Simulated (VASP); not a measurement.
Wanted: the native input for a VASP 6.6.1 run.

```yaml
Task: single point
Functional: PBE
Potentials_or_basis: VASP PAW PBE potentials, release 64 (Hf_pv, O)
Cutoff: 520 eV
k_mesh: 11 × 11 × 11
Occupations: fermi-dirac, width 0.05 eV
Spin: no spin polarisation
Dipole_correction: no
Further_INCAR_settings: ALGO = Normal; EDIFF = 1e-06; NBANDS = 18
```

The structure of HfO2 (fluorite type) lies in POSCAR:

```
HfO2
1.0
    0.0000000000      2.2843799404      2.2843799404
    2.2843799404      0.0000000000      2.2843799404
    2.2843799404      2.2843799404      0.0000000000
Hf O
1 2
Direct
    0.0000000000      0.0000000000      0.0000000000
    0.2500000000      0.2500000000      0.2500000000
    0.7500000000      0.7500000000      0.7500000000
```

This cell differs from its parent crystal: volume scaled by 0.72.

These files were run (other wordings do the same):

INCAR

```
ALGO     = Normal         # electronic algorithm
EDIFF    = 1E-6           # SCF threshold, eV
ENCUT    = 520            # plane-wave cutoff, eV
GGA      = PE             # functional
ISIF     = 2              # what is computed and relaxed
ISMEAR   = -1             # smearing method
LASPH    = T              # aspherical terms in the spheres
LCHARG   = T              # write CHGCAR
LELF     = T              # ELF
LREAL    = F              # projectors in reciprocal space
LVHAR    = T            
LWAVE    = F              # write WAVECAR
NBANDS   = 18             # bands
NELM     = 60             # most SCF steps
PREC     = Accurate       # precision mode
SIGMA    = 0.05           # smearing width, eV
```

KPOINTS

```
k-points
0
Gamma
  11 11 11
```

Potentials or basis: VASP PAW PBE potentials, release 64 (Hf_pv, O).

The run is started by

```console
$ cat potpaw_PBE.64/Hf_pv/POTCAR potpaw_PBE.64/O/POTCAR > POTCAR
$ mpirun -np 1 vasp_std > vasp.out
```

It gave:

```
Pressure               : 153.9 GPa
Band gap on the k mesh : 4.51 eV, indirect (least direct gap 4.87 eV)
```

Caveat: spin-orbit coupling is left out, which moves the levels of the heavy elements.

It took 16 s on 1 thread of Intel(R) Xeon(R) 6975P-C (Granite Rapids), on a shared host, peak memory 0.15 GiB.
